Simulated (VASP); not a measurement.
# HfN (P6_3/mmc) in VASP: further runs

The runs below take HfN through single point, with PBEsol.

All numbers are computed with VASP 6.6.1; they aren't measurements. Logs are shortened: lines on timing, memory, paths and dates and some standing lists are left out, and cuts for length are marked.

## 1. The cell of the first run

Symmetry: P6_3/mmc, No. 194, hexagonal system. Conventional cell: a = 3.092 Å, b = 3.092 Å, c = 5.334 Å, α = 90.00°, β = 90.00°, γ = 120.00°. Hf (site symmetry -6m2) has 6 N at 2.23 Å within 2.9 Å. Within 2.9 Å of N (site symmetry -3m) lie 6 Hf at 2.23 Å and 2 N at 2.67 Å.

## 2. Single point, PBEsol

INCAR reads:

```
  PREC = Accurate
  ENCUT = 520
  EDIFF = 1E-6
  ISMEAR = -1
  SIGMA = 0.05
  LREAL = F
  LASPH = T
  NELM = 100
  ALGO = Normal
  ISIF = 2
  LWAVE = F
  LCHARG = F
  GGA = PS
  NBANDS = 23
```

KPOINTS reads:

```
regular mesh
0
Gamma
  10 10 5
```

POSCAR reads:

```
HfN
1.0
    3.0916382024      0.0000000000      0.0000000000
   -1.5458191012      2.6774372226      0.0000000000
    0.0000000000      0.0000000000      5.3338946976
Hf N
2 2
Direct
    0.3333333333      0.6666666667      0.2500000000
    0.6666666667      0.3333333333      0.7500000000
    0.0000000000      0.0000000000      0.5000000000
    0.0000000000      0.0000000000      0.0000000000
```

Potentials or basis: VASP PAW PBE potentials, release 64 (Hf_pv, N).

On the command line:

```console
> cat potpaw_PBE.64/Hf_pv/POTCAR potpaw_PBE.64/N/POTCAR > POTCAR
> mpirun -np 1 vasp_std > vasp.out
```

OUTCAR:

```text
PREC = Accurate
   ENCUT = 520
   EDIFF = 1E-6
   ISMEAR = -1
   LREAL = F
   LASPH = T
   NELM = 100
   ISIF = 2
   GGA = PS

 ion  position               nearest neighbor table
   1  0.333  0.667  0.250-   3 2.23   4 2.23   3 2.23   4 2.23   3 2.23   4 2.23   2 3.21   2 3.21
                             2 3.21   2 3.21   2 3.21   2 3.21
   2  0.667  0.333  0.750-   3 2.23   4 2.23   3 2.23   4 2.23   3 2.23   4 2.23   1 3.21   1 3.21
                             1 3.21   1 3.21   1 3.21   1 3.21
   3  0.000  0.000  0.500-   1 2.23   2 2.23   2 2.23   1 2.23   2 2.23   1 2.23
   4  0.000  0.000  0.000-   1 2.23   2 2.23   2 2.23   1 2.23   2 2.23   1 2.23

  LATTYP: Found a hexagonal cell.
 ALAT       =     3.0916382024
 C/A-ratio  =     1.7252648429

  Lattice vectors:

 A1 = (   3.0916382024,   0.0000000000,   0.0000000000)
 A2 = (  -1.5458191012,   2.6774372226,   0.0000000000)
 A3 = (   0.0000000000,   0.0000000000,   5.3338946976)

Analysis of symmetry for initial positions (statically):
=====================================================================
 Subroutine PRICEL returns:
 Original cell was already a primitive cell.

 Routine SETGRP: Setting up the symmetry group for a
 hexagonal supercell.

 Subroutine GETGRP returns: Found 24 space group operations
 (whereof 12 operations were pure point group operations)
 out of a pool of 24 trial point group operations.

The static configuration has the point symmetry D_3d.
 The point group associated with its full space group is D_6h.

Analysis of symmetry for dynamics (positions and initial velocities):
=====================================================================
 Subroutine PRICEL returns:
 Original cell was already a primitive cell.

 Routine SETGRP: Setting up the symmetry group for a
 hexagonal supercell.

 Subroutine GETGRP returns: Found 24 space group operations
 (whereof 12 operations were pure point group operations)
 out of a pool of 24 trial point group operations.

The dynamic configuration has the point symmetry D_3d.
 The point group associated with its full space group is D_6h.

 Subroutine INISYM returns: Found 24 space group operations
 (whereof 12 operations are pure point group operations),
 and found     1 'primitive' translations

----------------------------------------------------------------------------------------

                                     Primitive cell

  volume of cell :      44.1522

  direct lattice vectors                    reciprocal lattice vectors
     3.091638202  0.000000000  0.000000000     0.323453113  0.186745742  0.000000000
    -1.545819101  2.677437223  0.000000000     0.000000000  0.373491483  0.000000000
     0.000000000  0.000000000  5.333894698     0.000000000  0.000000000  0.187480267

  length of vectors
     3.091638202  3.091638202  5.333894698     0.373491483  0.373491483  0.187480267

  position of ions in fractional coordinates (direct lattice)
     0.333333333  0.666666667  0.250000000
     0.666666667  0.333333333  0.750000000
     0.000000000  0.000000000  0.500000000
     0.000000000  0.000000000  0.000000000

  ion indices of the primitive-cell ions
   primitive index   ion index
                 1           1
                 2           2
                 3           3
                 4           4

----------------------------------------------------------------------------------------

 KPOINTS: regular mesh

Automatic generation of k-mesh.
 Grid dimensions read from file:
 generate k-points for:   10   10    5

 Generating k-lattice:

  Cartesian coordinates                     Fractional coordinates (reciprocal lattice)
     0.032345311  0.018674574  0.000000000     0.100000000 -0.000000000  0.000000000
     0.000000000  0.037349148  0.000000000     0.000000000  0.100000000  0.000000000
     0.000000000  0.000000000  0.037496053     0.000000000  0.000000000  0.200000000

  Length of vectors
     0.037349148  0.037349148  0.037496053

  Shift w.r.t. Gamma in fractional coordinates (k-lattice)
     0.000000000  0.000000000  0.000000000

 Subroutine IBZKPT returns following result:
 ===========================================

 Found     42 irreducible k-points:

 Following reciprocal coordinates:
            Coordinates               Weight
  0.000000  0.000000  0.000000      1.000000
  0.100000 -0.000000  0.000000      6.000000
  0.200000 -0.000000  0.000000      6.000000
  0.300000 -0.000000  0.000000      6.000000
  0.400000 -0.000000  0.000000      6.000000
  0.500000 -0.000000  0.000000      3.000000
[... 16 lines left out ...]
  0.300000  0.100000  0.200000     24.000000
  0.400000  0.100000  0.200000     24.000000
 [... further k-points ...]
   k-points           NKPTS =     42   k-points in BZ     NKDIM =     42   number of bands    NBANDS=     23
   number of dos      NEDOS =    301   number of ions     NIONS =      4
   total plane-waves  NPLWV =  23040
   dimension x,y,z NGX =    24 NGY =   24 NGZ =   40
   dimension x,y,z NGXF=    48 NGYF=   48 NGZF=   80
   ions per type =               2   2
   NGX,Y,Z   is equivalent  to a cutoff of  12.91, 12.91, 12.47 a.u.
   NGXF,Y,Z  is equivalent  to a cutoff of  25.81, 25.81, 24.93 a.u.
 SYSTEM =  unknown system
   PREC   = accura    normal or accurate (medium, high low for compatibility)
   ISTART =      0    job   : 0-new  1-cont  2-samecut
   ICHARG =      2    charge: 1-file 2-atom 10-const
   ISPIN  =      1    spin polarized calculation?
   LNONCOLLINEAR =      F non collinear calculations
   LSORBIT =      F    spin-orbit coupling
   LASPH  =      T    aspherical Exc in radial PAW
   ENCUT  =  520.0 eV  38.22 Ry    6.18 a.u.   5.75  5.75  9.92*2*pi/ulx,y,z
   NELM   =    100;   NELMIN=  2; NELMDL= -5     # of ELM steps
   EDIFF  = 0.1E-05   stopping-criterion for ELM
   LREAL  =      F    real-space projection
   EDIFFG = 0.1E-04   stopping-criterion for IOM
   NSW    =      0    number of steps for IOM
   IBRION =     -1    ionic relax: 0-MD 1-quasi-New 2-CG
   NFREE  =      0    steps in history (QN), initial steepest desc. (CG)
   ISIF   =      2    stress and relaxation
   ISYM   =      2    0-nonsym 1-usesym 2-fastsym
   POTIM  = 0.5000    time-step for ionic-motion
   TEBEG  =    0.0;   TEEND  =   0.0 temperature during run
   PSTRESS=    0.0 pullay stress
   NELECT =      30.0000    total number of electrons
   NUPDOWN=      -1.0000    fix difference up-down
   EMIN   =  10.00;   EMAX   =-10.00  energy-range for DOS
   EFERMI =   0.00;   METHOD = LEGACY
   ISMEAR =    -1;   SIGMA  =   0.05  broadening in eV -4-tet -1-fermi 0-gaus
   EFERMI_NEDOS =   21; number of points for ismear=-14 and -15
   IALGO  =     38    algorithm
   IMIX   =      4    mixing-type and parameters
     AMIX     =   0.40;   BMIX     =  1.00
     AMIX_MAG =   1.60;   BMIX_MAG =  1.00
  volume/ion in A,a.u.               =      11.04        74.49
  Fermi-wavevector in a.u.,A,eV,Ry     =   1.439233  2.719756 28.182995  2.071392
  Thomas-Fermi vector in A             =   2.558111
   LORBIT       =      0    0 simple, 1 ext, 2 COOP (PROOUT), +10 PAW based schemes
   GGA     = PS    functional components
   LHFCALC =     F    Hartree Fock is set to
   AEXX    =    0.0000 exact exchange contribution
   IVDW    =     0    specifies the selected vdW correction
   LEPSILON=     F    determine dielectric tensor
   LRPA    =     F    only Hartree local field effects (RPA)
 non-spin polarized calculation
  energy-cutoff  :      520.00
  volume of cell :       44.15
 maximum number of plane-waves:      1202
 NGX is ok and might be reduce to    24
   NGX = 11   NGY = 11   NGZ = 19

 number of electron      29.9999995 magnetization

 Free energy of the ion-electron system (eV)
  ---------------------------------------------------
  ext. energy  EPLUGINS =         0.00000000
  ---------------------------------------------------
  free energy    TOTEN  =       -45.83507714 eV

  energy without entropy =      -45.82359330  energy(sigma->0) =      -45.82933522

 E-fermi :   8.2110     XC(G=0): -13.1266

 val. band max:        8.1219013706   @ k =   0.1000  -0.0000   0.2000
 cond. band min:       8.2233868243   @ k =   0.3000   0.3000   0.4000
 fundamental gap:      0.1014854536
 Fermi energy:         8.2109947766

 k-point     1 :       0.0000    0.0000    0.0000
  band No.  band energies     occupation
      1     -23.4845      2.00000
      2     -22.4556      2.00000
      3     -22.3533      2.00000
      4     -22.3533      2.00000
      5     -22.2824      2.00000
      6     -22.2824      2.00000
[... 15 lines left out ...]
     22      14.1151      0.00000
     23      14.1151      0.00000

 k-point     2 :       0.1000   -0.0000    0.0000
  band No.  band energies     occupation
      1     -23.4424      2.00000
      2     -22.4594      2.00000
      3     -22.4555      2.00000
      4     -22.3850      2.00000
      5     -22.3801      2.00000
      6     -22.2914      2.00000
[... 15 lines left out ...]
     22      13.7339      0.00000
     23      14.0713      0.00000

 k-point     3 :       0.2000   -0.0000    0.0000
  band No.  band energies     occupation
      1     -23.3255      2.00000
      2     -22.7279      2.00000
      3     -22.6122      2.00000
      4     -22.4748      2.00000
      5     -22.4591      2.00000
      6     -22.3230      2.00000
[... 15 lines left out ...]
     22      13.3331      0.00000
     23      13.3521      0.00000
[... 495 lines left out ...]
 k-point    23 :       0.3000    0.1000    0.2000
  band No.  band energies     occupation
      1     -23.2230      2.00000
      2     -23.0927      2.00000
      3     -22.9022      2.00000
      4     -22.6163      2.00000
      5     -22.5452      2.00000
      6     -22.4563      2.00000
[... 15 lines left out ...]
     22      14.4145      0.00000
     23      14.6053      0.00000

 k-point    24 :       0.4000    0.1000    0.2000
  band No.  band energies     occupation
      1     -23.3620      2.00000
      2     -23.1767      2.00000
      3     -22.8542      2.00000
      4     -22.6546      2.00000
      5     -22.6039      2.00000
      6     -22.4896      2.00000
[... 15 lines left out ...]
     22      14.5335      0.00000
     23      15.7400      0.00000

 [... further k-points ...]

------------------------ aborting loop because EDIFF is reached ----------------------------------------

  FORCE on cell =-STRESS in cart. coord.  units (eV):
  Direction    XX          YY          ZZ          XY          YZ          ZX
  --------------------------------------------------------------------------------------
  -------------------------------------------------------------------------------------
  Total        2.1702130      2.1702130      2.2060208      0.0000000     -0.0000000      0.0000000
  in kB       78.7518113     78.7518113     80.0511887      0.0000000     -0.0000000      0.0000000
  external PRESSURE =      79.1849371 kB  Pullay stress =       0.0000000 kB

 VOLUME and BASIS-vectors are now :
 -----------------------------------------------------------------------------
  energy-cutoff  :      520.00
  volume of cell :       44.15
      direct lattice vectors                 reciprocal lattice vectors
     3.091638202  0.000000000  0.000000000     0.323453113  0.186745742  0.000000000
    -1.545819101  2.677437223  0.000000000     0.000000000  0.373491483  0.000000000
     0.000000000  0.000000000  5.333894698     0.000000000  0.000000000  0.187480267

 POSITION                                       TOTAL-FORCE (eV/Angst)
 -----------------------------------------------------------------------------------
     -0.00000      1.78496      1.33347         0.000000      0.000000      0.000000
      1.54582      0.89248      4.00042        -0.000000     -0.000000      0.000000
      0.00000      0.00000      2.66695         0.000000      0.000000      0.000000
      0.00000      0.00000      0.00000        -0.000000      0.000000      0.000000
 -----------------------------------------------------------------------------------
    total drift:                                0.000000     -0.000000      0.000000

  FREE ENERGIE OF THE ION-ELECTRON SYSTEM (eV)
  ---------------------------------------------------
  free  energy   TOTEN  =       -45.8350771365 eV

  energy  without entropy=      -45.8235933038  energy(sigma->0) =      -45.82933522
```

It took 38 s on 1 thread of Intel Xeon Platinum 8488C (Sapphire Rapids), shared host; peak memory 0.18 GiB.

What came out:

| Item | Value |
| --- | --- |
| Free energy | -45.8351 eV |
| Pressure | 7.9 GPa |
| Band gap on the k mesh | zero (bands 15 and 16 overlap by 1.82 eV) |

Caveat: the cell stands under pressure; the PAW data sets were made with another functional, which shifts forces and pressure a little; spin-orbit coupling is left out, which moves the levels of the heavy elements.

## 3. Single point, PBEsol

This run uses another cell than the first one, of 11.22 Å³/atom.

INCAR reads:

```
SYSTEM = HfN
ALGO = Normal
EDIFF = 1E-6
ENCUT = 520
GGA = PS
ISIF = 2
ISMEAR = -1
LASPH = .TRUE.
LCHARG = .FALSE.
LREAL = .FALSE.
LWAVE = .FALSE.
NBANDS = 23
NELM = 100
PREC = Accurate
SIGMA = 0.05
```

KPOINTS reads:

```
k-points
0
G
  10 10 5
  0 0 0
```

POSCAR reads:

```
HfN
1.0
    3.1084929515      0.0000000000      0.0000000000
   -1.5542464758      2.6920338634      0.0000000000
    0.0000000000      0.0000000000      5.3622672019
Hf N
2 2
Direct
    0.3333333333      0.6666666667      0.2500000000
    0.6666666667      0.3333333333      0.7500000000
    0.0000000000      0.0000000000      0.5000000000
    0.0000000000      0.0000000000      0.0000000000
```

Potentials or basis: VASP PAW PBE potentials, release 64 (Hf_pv, N).

On the command line:

```console
> cat potpaw_PBE.64/Hf_pv/POTCAR potpaw_PBE.64/N/POTCAR > POTCAR
> mpirun -np 1 vasp_std > vasp.out
```

Run time: 38 s. Hardware: 1 thread of Intel Xeon Platinum 8488C (Sapphire Rapids), shared host; peak memory 0.18 GiB.

It converged, with:

```
Free energy            : -45.8598 eV
Pressure               : 2.9 GPa
Band gap on the k mesh : zero (bands 15 and 16 overlap by 1.77 eV)
```

Stress tensor (GPa, compression positive):
```
2.89 0.00 0.00
0.00 2.89 0.00
0.00 0.00 3.01
```

Levels at points of the mesh, in eV from the Fermi level:
| k point | band 12 | band 13 | band 14 | band 15 | band 16 | band 17 | band 18 | band 19 |
| --- | --- | --- | --- | --- | --- | --- | --- | --- |
| (0.00, 0.00, 0.00) | -3.72 | -3.72 | -1.76 | -0.71 | 0.65 | 0.65 | 1.15 | 1.80 |
| (0.50, 0.00, 0.00) | -5.67 | -3.34 | -2.95 | -2.47 | 2.50 | 2.78 | 4.51 | 4.76 |

Caveat: the PAW data sets were made with another functional, which shifts forces and pressure a little; spin-orbit coupling is left out, which moves the levels of the heavy elements.

## 4. Single point, PBEsol

This run uses another cell than the first one, of 11.33 Å³/atom.

INCAR reads:

```
  PREC = Accurate
  ENCUT = 520
  EDIFF = 1E-6
  ISMEAR = -1
  SIGMA = 0.05
  LREAL = F
  LASPH = T
  NELM = 80
  ALGO = Normal
  ISIF = 2
  LWAVE = F
  LCHARG = T
  GGA = PS
  LELF = T
  LVHAR = T
  NBANDS = 23
```

KPOINTS reads:

```
regular mesh
0
Gamma
  10 10 5
```

POSCAR reads:

```
HfN
1.0
    3.1191774149      0.0000000000      0.0000000000
   -1.5595887075      2.7012868802      0.0000000000
    0.0000000000      0.0000000000      5.3803657510
Hf N
2 2
Direct
    0.3333333333      0.6666666667      0.2500000000
    0.6666666667      0.3333333333      0.7500000000
    0.0000000000      0.0000000000      0.5000000000
    0.0000000000      0.0000000000      0.0000000000
```

On the command line:

```console
> cat potpaw_PBE.64/Hf_pv/POTCAR potpaw_PBE.64/N/POTCAR > POTCAR
> mpirun -np 1 vasp_std > vasp.out
```

It took 42 s on 1 thread of Intel Xeon Platinum 8488C (Sapphire Rapids), shared host; peak memory 0.18 GiB.

It converged, with:

| Quantity | Value |
| --- | --- |
| Free energy | -45.8642 eV |
| Pressure | -0.1 GPa |
| Band gap on the k mesh | zero (bands 15 and 16 overlap by 1.74 eV) |

Stress tensor (GPa, compression positive):
```
-0.10  0.00  0.00
 0.00 -0.10  0.00
 0.00  0.00  0.03
```

Levels at points of the mesh, in eV from the Fermi level:
```csv
k point,band 12,band 13,band 14,band 15,band 16,band 17,band 18,band 19
"(0.00, 0.00, 0.00)",-3.69,-3.69,-1.75,-0.69,0.65,0.65,1.08,1.78
"(0.50, 0.00, 0.00)",-5.62,-3.33,-2.92,-2.46,2.46,2.74,4.46,4.70
```

Caveat: the PAW data sets were made with another functional, which shifts forces and pressure a little; spin-orbit coupling is left out, which moves the levels of the heavy elements.

## 5. The runs side by side

```tsv
cell	gap on the mesh (eV)	pressure (GPa)
a = 3.092, b = 3.092, c = 5.334 Å, angles 90.0, 90.0, 120.0°, 4 atoms	none	7.9
a = 3.108, b = 3.108, c = 5.362 Å, angles 90.0, 90.0, 120.0°, 4 atoms	none	2.9
a = 3.119, b = 3.119, c = 5.380 Å, angles 90.0, 90.0, 120.0°, 4 atoms	none	-0.1
```

Alike in all rows: task single point; level PBEsol; potentials or basis VASP PAW PBE potentials, release 64 (Hf_pv, N); no spin polarisation; k mesh 10 × 10 × 5; cutoff (eV) 520; smearing fermi-dirac 0.05 eV.

Caveats: the PAW data sets were made with another functional, which shifts forces and pressure a little; spin-orbit coupling is left out, which moves the levels of the heavy elements; the cell stands under pressure (at least some runs).

Absolute energies hang on the potentials; compare differences alone.
